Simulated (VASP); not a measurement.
# Tl (P6_3/mmc) in VASP: notebook

The runs below take Tl through single point, with LDA.

Everything below comes from runs of VASP 6.6.1. Logs are shortened: lines on timing, memory, paths and dates and some standing lists are left out, and cuts for length are marked.

**1. The cell of the first run**

Symmetry: P6_3/mmc, No. 194, hexagonal system. Conventional cell: a = 3.401 Å, b = 3.401 Å, c = 5.443 Å, α = 90.00°, β = 90.00°, γ = 120.00°. Within 4.4 Å of Tl (site symmetry -6m2) lie 12 Tl at 3.36 to 3.40 Å.

**2. Single point, LDA**

INCAR reads:

```
SYSTEM = Tl
  PREC = Accurate
  ENCUT = 520
  EDIFF = 1E-6
  ISMEAR = 1
  SIGMA = 0.6
  LREAL = .FALSE.
  LASPH = .TRUE.
  NELM = 60
  ALGO = Normal
  ISIF = 2
  LWAVE = .FALSE.
  LCHARG = .FALSE.
  NBANDS = 20
```

KPOINTS reads:

```
Automatic mesh
0
G
  11 11 6
  0 0 0
```

POSCAR reads:

```
Tl
1.0
    3.4014029632      0.0000000000      0.0000000000
   -1.7007014816      2.9457013746      0.0000000000
    0.0000000000      0.0000000000      5.4430041633
Tl
2
Direct
    0.3333333333      0.6666666667      0.2500000000
    0.6666666667      0.3333333333      0.7500000000
```

Potentials or basis: VASP PAW LDA potentials, release 64 (Tl_d).

Run with:

```
> cat potpaw_LDA.64/Tl_d/POTCAR > POTCAR
> mpirun -np 1 vasp_std > vasp.out
```

OUTCAR:

```text
SYSTEM = Tl
   PREC = Accurate
   ENCUT = 520
   EDIFF = 1E-6
   ISMEAR = 1
   LREAL = .FALSE.
   LASPH = .TRUE.
   NELM = 60
   ISIF = 2

 ion  position               nearest neighbor table
   1  0.333  0.667  0.250-   2 3.36   2 3.36   2 3.36   2 3.36   2 3.36   2 3.36
   2  0.667  0.333  0.750-   1 3.36   1 3.36   1 3.36   1 3.36   1 3.36   1 3.36

  LATTYP: Found a hexagonal cell.
 ALAT       =     3.4014029632
 C/A-ratio  =     1.6002232673

  Lattice vectors:

 A1 = (   3.4014029632,   0.0000000000,   0.0000000000)
 A2 = (  -1.7007014816,   2.9457013746,   0.0000000000)
 A3 = (   0.0000000000,   0.0000000000,   5.4430041633)

Analysis of symmetry for initial positions (statically):
=====================================================================
 Subroutine PRICEL returns:
 Original cell was already a primitive cell.

 Routine SETGRP: Setting up the symmetry group for a
 hexagonal supercell.

 Subroutine GETGRP returns: Found 24 space group operations
 (whereof 12 operations were pure point group operations)
 out of a pool of 24 trial point group operations.

The static configuration has the point symmetry D_3d.
 The point group associated with its full space group is D_6h.

Analysis of symmetry for dynamics (positions and initial velocities):
=====================================================================
 Subroutine PRICEL returns:
 Original cell was already a primitive cell.

 Routine SETGRP: Setting up the symmetry group for a
 hexagonal supercell.

 Subroutine GETGRP returns: Found 24 space group operations
 (whereof 12 operations were pure point group operations)
 out of a pool of 24 trial point group operations.

The dynamic configuration has the point symmetry D_3d.
 The point group associated with its full space group is D_6h.

 Subroutine INISYM returns: Found 24 space group operations
 (whereof 12 operations are pure point group operations),
 and found     1 'primitive' translations

----------------------------------------------------------------------------------------

                                     Primitive cell

  volume of cell :      54.5363

  direct lattice vectors                    reciprocal lattice vectors
     3.401402963  0.000000000  0.000000000     0.293996334  0.169738862  0.000000000
    -1.700701482  2.945701375  0.000000000     0.000000000  0.339477725  0.000000000
     0.000000000  0.000000000  5.443004163     0.000000000  0.000000000  0.183722071

  length of vectors
     3.401402963  3.401402963  5.443004163     0.339477725  0.339477725  0.183722071

  position of ions in fractional coordinates (direct lattice)
     0.333333333  0.666666667  0.250000000
     0.666666667  0.333333333  0.750000000

  ion indices of the primitive-cell ions
   primitive index   ion index
                 1           1
                 2           2

----------------------------------------------------------------------------------------

 KPOINTS: Automatic mesh

Automatic generation of k-mesh.
 Grid dimensions read from file:
 generate k-points for:   11   11    6

 Generating k-lattice:

  Cartesian coordinates                     Fractional coordinates (reciprocal lattice)
     0.026726939  0.015430806  0.000000000     0.090909091  0.000000000  0.000000000
     0.000000000  0.030861611  0.000000000     0.000000000  0.090909091  0.000000000
     0.000000000  0.000000000  0.030620345     0.000000000  0.000000000  0.166666667

  Length of vectors
     0.030861611  0.030861611  0.030620345

  Shift w.r.t. Gamma in fractional coordinates (k-lattice)
     0.000000000  0.000000000  0.000000000

 Subroutine IBZKPT returns following result:
 ===========================================

 Found     64 irreducible k-points:

 Following reciprocal coordinates:
            Coordinates               Weight
  0.000000  0.000000  0.000000      1.000000
  0.090909 -0.000000  0.000000      6.000000
  0.181818 -0.000000  0.000000      6.000000
  0.272727  0.000000  0.000000      6.000000
  0.363636  0.000000  0.000000      6.000000
  0.454545 -0.000000  0.000000      6.000000
[... 16 lines left out ...]
  0.090909  0.090909  0.166667     12.000000
  0.181818  0.090909  0.166667     24.000000
 [... further k-points ...]
   k-points           NKPTS =     64   k-points in BZ     NKDIM =     64   number of bands    NBANDS=     20
   number of dos      NEDOS =    301   number of ions     NIONS =      2
   total plane-waves  NPLWV =  31360
   dimension x,y,z NGX =    28 NGY =   28 NGZ =   40
   dimension x,y,z NGXF=    56 NGYF=   56 NGZF=   80
   ions per type =               2
   NGX,Y,Z   is equivalent  to a cutoff of  13.69, 13.69, 12.22 a.u.
   NGXF,Y,Z  is equivalent  to a cutoff of  27.37, 27.37, 24.43 a.u.
 SYSTEM =  Tl
   PREC   = accura    normal or accurate (medium, high low for compatibility)
   ISTART =      0    job   : 0-new  1-cont  2-samecut
   ICHARG =      2    charge: 1-file 2-atom 10-const
   ISPIN  =      1    spin polarized calculation?
   LNONCOLLINEAR =      F non collinear calculations
   LSORBIT =      F    spin-orbit coupling
   LASPH  =      T    aspherical Exc in radial PAW
   ENCUT  =  520.0 eV  38.22 Ry    6.18 a.u.   6.32  6.32 10.12*2*pi/ulx,y,z
   NELM   =     60;   NELMIN=  2; NELMDL= -5     # of ELM steps
   EDIFF  = 0.1E-05   stopping-criterion for ELM
   LREAL  =      F    real-space projection
   EDIFFG = 0.1E-04   stopping-criterion for IOM
   NSW    =      0    number of steps for IOM
   IBRION =     -1    ionic relax: 0-MD 1-quasi-New 2-CG
   NFREE  =      0    steps in history (QN), initial steepest desc. (CG)
   ISIF   =      2    stress and relaxation
   ISYM   =      2    0-nonsym 1-usesym 2-fastsym
   POTIM  = 0.5000    time-step for ionic-motion
   TEBEG  =    0.0;   TEEND  =   0.0 temperature during run
   PSTRESS=    0.0 pullay stress
   NELECT =      26.0000    total number of electrons
   NUPDOWN=      -1.0000    fix difference up-down
   EMIN   =  10.00;   EMAX   =-10.00  energy-range for DOS
   EFERMI =   0.00;   METHOD = LEGACY
   ISMEAR =     1;   SIGMA  =   0.60  broadening in eV -4-tet -1-fermi 0-gaus
   EFERMI_NEDOS =   21; number of points for ismear=-14 and -15
   IALGO  =     38    algorithm
   IMIX   =      4    mixing-type and parameters
     AMIX     =   0.40;   BMIX     =  1.00
     AMIX_MAG =   1.60;   BMIX_MAG =  1.00
  volume/ion in A,a.u.               =      27.27       184.01
  Fermi-wavevector in a.u.,A,eV,Ry     =   1.278903  2.416775 22.253577  1.635592
  Thomas-Fermi vector in A             =   2.411419
   LORBIT       =      0    0 simple, 1 ext, 2 COOP (PROOUT), +10 PAW based schemes
   GGA     = CA    functional components
   LHFCALC =     F    Hartree Fock is set to
   AEXX    =    0.0000 exact exchange contribution
   IVDW    =     0    specifies the selected vdW correction
   LEPSILON=     F    determine dielectric tensor
   LRPA    =     F    only Hartree local field effects (RPA)
 non-spin polarized calculation
 Methfessel and Paxton  Order N= 1 SIGMA  =   0.60
  energy-cutoff  :      520.00
  volume of cell :       54.54
 maximum number of plane-waves:      1496
 NGX is ok and might be reduce to    28
   NGX = 13   NGY = 13   NGZ = 21

 number of electron      25.9999999 magnetization

 Free energy of the ion-electron system (eV)
  ---------------------------------------------------
  ext. energy  EPLUGINS =         0.00000000
  ---------------------------------------------------
  free energy    TOTEN  =        -5.87494267 eV

  energy without entropy =       -5.88601836  energy(sigma->0) =       -5.87863457

 E-fermi :   6.7734     XC(G=0): -10.7418

 val. band max:        6.7324800260   @ k =   0.3636   0.0000   0.0000
 cond. band min:       6.7957361702   @ k =   0.3636   0.2727   0.3333
 fundamental gap:      0.0632561441
 Fermi energy:         6.7733669997

 k-point     1 :       0.0000    0.0000    0.0000
  band No.  band energies     occupation
      1      -5.0734      2.00000
      2      -4.7913      2.00000
      3      -4.7684      2.00000
      4      -4.7684      2.00000
      5      -4.7065      2.00000
      6      -4.7065      2.00000
[... 12 lines left out ...]
     19      17.9534     -0.00000
     20      18.0455     -0.00000

 k-point     2 :       0.0909   -0.0000    0.0000
  band No.  band energies     occupation
      1      -5.0406      2.00000
      2      -4.8291      2.00000
      3      -4.7282      2.00000
      4      -4.7248      2.00000
      5      -4.7080      2.00000
      6      -4.6692      2.00000
[... 12 lines left out ...]
     19      17.9911     -0.00000
     20      18.6310     -0.00000

 k-point     3 :       0.1818   -0.0000    0.0000
  band No.  band energies     occupation
      1      -5.0131      2.00000
      2      -4.8393      2.00000
      3      -4.7357      2.00000
      4      -4.7278      2.00000
      5      -4.6965      2.00000
      6      -4.6285      2.00000
[... 12 lines left out ...]
     19      17.4873     -0.00000
     20      18.7660     -0.00000

 k-point     4 :       0.2727    0.0000    0.0000
  band No.  band energies     occupation
      1      -5.0728      2.00000
      2      -4.8501      2.00000
      3      -4.8372      2.00000
      4      -4.7510      2.00000
      5      -4.6896      2.00000
      6      -4.5079      2.00000
[... 12 lines left out ...]
     19      16.6047     -0.00000
     20      17.8035     -0.00000

 k-point     5 :       0.3636    0.0000    0.0000
  band No.  band energies     occupation
      1      -5.1447      2.00000
      2      -4.9464      2.00000
      3      -4.9035      2.00000
      4      -4.7972      2.00000
      5      -4.6118      2.00000
      6      -4.5419      2.00000
[... 12 lines left out ...]
     19      15.7883     -0.00000
     20      17.1371     -0.00000

 k-point     6 :       0.4545   -0.0000    0.0000
  band No.  band energies     occupation
      1      -5.1882      2.00000
      2      -5.0127      2.00000
      3      -4.9393      2.00000
      4      -4.8233      2.00000
      5      -4.5744      2.00000
      6      -4.5680      2.00000
[... 12 lines left out ...]
     19      15.3324     -0.00000
     20      16.7999     -0.00000

 k-point     7 :       0.0909    0.0909    0.0000
  band No.  band energies     occupation
      1      -4.9943      2.00000
      2      -4.8685      2.00000
      3      -4.7078      2.00000
      4      -4.6963      2.00000
      5      -4.6906      2.00000
      6      -4.6750      2.00000
[... 12 lines left out ...]
     19      17.5615     -0.00000
     20      18.6596     -0.00000
[... 277 lines left out ...]
 k-point    20 :       0.2727    0.0000    0.1667
  band No.  band energies     occupation
      1      -5.0575      2.00000
      2      -4.9096      2.00000
      3      -4.8227      2.00000
      4      -4.7292      2.00000
      5      -4.6752      2.00000
      6      -4.5624      2.00000
[... 12 lines left out ...]
     19      16.0788     -0.00000
     20      17.3099     -0.00000

 k-point    21 :       0.3636    0.0000    0.1667
  band No.  band energies     occupation
      1      -5.1247      2.00000
      2      -5.0128      2.00000
      3      -4.8681      2.00000
      4      -4.7639      2.00000
      5      -4.6615      2.00000
      6      -4.5533      2.00000
[... 12 lines left out ...]
     19      15.5987     -0.00000
     20      16.7528     -0.00000

 k-point    22 :       0.4545   -0.0000    0.1667
  band No.  band energies     occupation
      1      -5.1642      2.00000
      2      -5.0773      2.00000
      3      -4.8985      2.00000
      4      -4.7858      2.00000
      5      -4.6956      2.00000
      6      -4.5111      2.00000
[... 12 lines left out ...]
     19      15.4085     -0.00000
     20      16.4741     -0.00000

 k-point    23 :       0.0909    0.0909    0.1667
  band No.  band energies     occupation
      1      -4.9785      2.00000
      2      -4.8555      2.00000
      3      -4.7765      2.00000
      4      -4.7311      2.00000
      5      -4.7112      2.00000
      6      -4.6487      2.00000
[... 12 lines left out ...]
     19      17.2929     -0.00000
     20      18.1725     -0.00000

 k-point    24 :       0.1818    0.0909    0.1667
  band No.  band energies     occupation
      1      -4.9867      2.00000
      2      -4.8709      2.00000
      3      -4.8106      2.00000
      4      -4.7358      2.00000
      5      -4.7153      2.00000
      6      -4.5670      2.00000
[... 12 lines left out ...]
     19      17.1973     -0.00000
     20      18.0571     -0.00000

 [... further k-points ...]
[... 5 lines left out ...]
  --------------------------------------------------------------------------------------
  -------------------------------------------------------------------------------------
  Total        0.0237200      0.0237200     -0.0174145     -0.0000000      0.0000000      0.0000000
  in kB        0.6968515      0.6968515     -0.5116073     -0.0000000      0.0000000      0.0000000
  external PRESSURE =       0.2940319 kB  Pullay stress =       0.0000000 kB

 VOLUME and BASIS-vectors are now :
 -----------------------------------------------------------------------------
  energy-cutoff  :      520.00
  volume of cell :       54.54
      direct lattice vectors                 reciprocal lattice vectors
     3.401402963  0.000000000  0.000000000     0.293996334  0.169738862  0.000000000
    -1.700701482  2.945701375  0.000000000     0.000000000  0.339477725  0.000000000
     0.000000000  0.000000000  5.443004163     0.000000000  0.000000000  0.183722071

 POSITION                                       TOTAL-FORCE (eV/Angst)
 -----------------------------------------------------------------------------------
     -0.00000      1.96380      1.36075         0.000000      0.000000      0.000000
      1.70070      0.98190      4.08225        -0.000000      0.000000      0.000000
 -----------------------------------------------------------------------------------
    total drift:                               -0.000000      0.000000      0.000000

  FREE ENERGIE OF THE ION-ELECTRON SYSTEM (eV)
  ---------------------------------------------------
  free  energy   TOTEN  =        -5.8749426672 eV

  energy  without entropy=       -5.8860183617  energy(sigma->0) =       -5.87863457
```

It took 35 s on 1 thread of AMD EPYC 9R45 (Zen 5), shared host; peak memory 0.15 GiB.

What came out:

- Free energy: -5.8749 eV
- Pressure: 0.0 GPa
- Band gap on the k mesh: zero (band 13 reaches 10.48 eV, above the bottom of band 14 at 4.51 eV)

Stress tensor (GPa, compression positive):
```
 0.07  0.00  0.00
 0.00  0.07  0.00
 0.00  0.00 -0.05
```

Caveat: spin-orbit coupling is left out, which moves the levels of the heavy elements.

**3. Single point, LDA**

INCAR reads:

```
PREC     = Accurate       # precision mode
ENCUT    = 520            # plane-wave cutoff, eV
EDIFF    = 1E-6           # SCF threshold, eV
ISMEAR   = 1              # smearing method
SIGMA    = 1.0            # smearing width, eV
LREAL    = F              # projectors in reciprocal space
LASPH    = T              # aspherical terms in the spheres
NELM     = 100            # most SCF steps
ALGO     = Normal         # electronic algorithm
ISIF     = 2              # what is computed and relaxed
LWAVE    = F              # write WAVECAR
LCHARG   = F              # write CHGCAR
GGA      = CA             # functional
NBANDS   = 20             # bands
```

KPOINTS reads:

```
Automatic mesh
0
Gamma
  11 11 6
```

POSCAR is that of step 2.

Potentials or basis: VASP PAW LDA potentials, release 64 (Tl_d).

Run with:

```
> cat potpaw_LDA.64/Tl_d/POTCAR > POTCAR
> mpirun -np 1 vasp_std > vasp.out
```

Wall time 36 s (1 thread of AMD EPYC 9R45 (Zen 5), shared host); peak memory 0.16 GiB.

It converged, with:

```
Free energy            : -5.8644 eV
Pressure               : 0.0 GPa
Band gap on the k mesh : zero (band 13 reaches 10.47 eV, above the bottom of band 14 at 4.51 eV)
```

Stress tensor (GPa, compression positive):
```
 0.06  0.00  0.00
 0.00  0.06  0.00
 0.00  0.00 -0.08
```

Levels at points of the mesh, in eV from the Fermi level:
```csv
k point,band 10,band 11,band 12,band 13,band 14,band 15,band 16,band 17
"(0.00, 0.00, 0.00)",-11.07,-10.42,-5.13,-3.08,8.23,8.23,10.42,10.43
"(0.00, 0.00, 0.50)",-11.20,-8.91,-8.91,3.47,3.47,9.24,9.24,9.24
```

Caveat: spin-orbit coupling is left out, which moves the levels of the heavy elements.

**4. Single point, LDA**

INCAR reads:

```
SYSTEM = Tl
PREC = Accurate
ENCUT = 520
EDIFF = 1E-6
ISMEAR = 1
SIGMA = 0.01
LREAL = .False.
LASPH = .True.
NELM = 80
ALGO = Normal
ISIF = 2
LWAVE = .False.
LCHARG = .False.
GGA = CA
NBANDS = 20
```

KPOINTS reads:

```
regular mesh
0
Gamma
  11 11 6
  0 0 0
```

POSCAR is that of step 3.

Run with:

```
> cat potpaw_LDA.64/Tl_d/POTCAR > POTCAR
> mpirun -np 1 vasp_std > vasp.out
```

It took 35 s on 1 thread of AMD EPYC 9R45 (Zen 5), shared host; peak memory 0.15 GiB.

Results (log left out):

- Free energy: -5.8733 eV
- Pressure: 0.1 GPa
- Band gap on the k mesh: zero (band 13 reaches 10.48 eV, above the bottom of band 14 at 4.51 eV)

Stress tensor (GPa, compression positive):
```
-0.28  0.00  0.00
 0.00 -0.28  0.00
 0.00  0.00  0.74
```

Levels at points of the mesh, in eV from the Fermi level:
```tsv
k point	band 10	band 11	band 12	band 13	band 14	band 15	band 16	band 17
(0.00, 0.00, 0.00)	-10.98	-10.33	-5.04	-2.98	8.32	8.32	10.51	10.52
(0.00, 0.00, 0.50)	-11.10	-8.81	-8.81	3.56	3.56	9.33	9.33	9.33
```

Caveat: spin-orbit coupling is left out, which moves the levels of the heavy elements.

**5. Single point, LDA**

INCAR reads:

```
SYSTEM = Tl
PREC = Accurate
ENCUT = 520
EDIFF = 1E-6
ISMEAR = 1
SIGMA = 0.03
LREAL = .FALSE.
LASPH = .TRUE.
NELM = 80
ALGO = Normal
ISIF = 2
LWAVE = .FALSE.
LCHARG = .FALSE.
NBANDS = 20
```

KPOINTS reads:

```
Automatic mesh
0
G
  11 11 6
  0 0 0
```

POSCAR is that of step 4.

Run with:

```
> cat potpaw_LDA.64/Tl_d/POTCAR > POTCAR
> mpirun -np 1 vasp_std > vasp.out
```

Wall time 34 s (1 thread of AMD EPYC 9R45 (Zen 5), shared host); peak memory 0.15 GiB.

It converged, with:

| Property | Result |
| --- | --- |
| Free energy | -5.8732 eV |
| Pressure | 0.0 GPa |
| Band gap on the k mesh | zero (band 13 reaches 10.48 eV, above the bottom of band 14 at 4.51 eV) |

Stress tensor (GPa, compression positive):
```
-0.32  0.00  0.00
 0.00 -0.32  0.00
 0.00  0.00  0.77
```

Levels at points of the mesh, in eV from the Fermi level:
| k point | band 10 | band 11 | band 12 | band 13 | band 14 | band 15 | band 16 | band 17 |
| --- | --- | --- | --- | --- | --- | --- | --- | --- |
| (0.00, 0.00, 0.00) | -10.99 | -10.33 | -5.04 | -2.99 | 8.31 | 8.31 | 10.51 | 10.51 |
| (0.00, 0.00, 0.50) | -11.11 | -8.82 | -8.82 | 3.56 | 3.56 | 9.33 | 9.33 | 9.33 |

Caveat: spin-orbit coupling is left out, which moves the levels of the heavy elements.

**6. Overview**

| smearing | gap on the mesh (eV) | pressure (GPa) |
| --- | --- | --- |
| methfessel-paxton 0.6 eV | none | 0.0 |
| methfessel-paxton 1 eV | none | 0.0 |
| methfessel-paxton 0.01 eV | none | 0.1 |
| methfessel-paxton 0.03 eV | none | 0.0 |

Alike in all rows: task single point; level LDA; potentials or basis VASP PAW LDA potentials, release 64 (Tl_d); no spin polarisation; cell as given; k mesh 11 × 11 × 6; cutoff (eV) 520.

Every run on the cell as given and a fine mesh finds a metal.

Caveats: spin-orbit coupling is left out, which moves the levels of the heavy elements.

Total energies depend on the potentials used, so only differences within one code and one set of settings carry meaning.
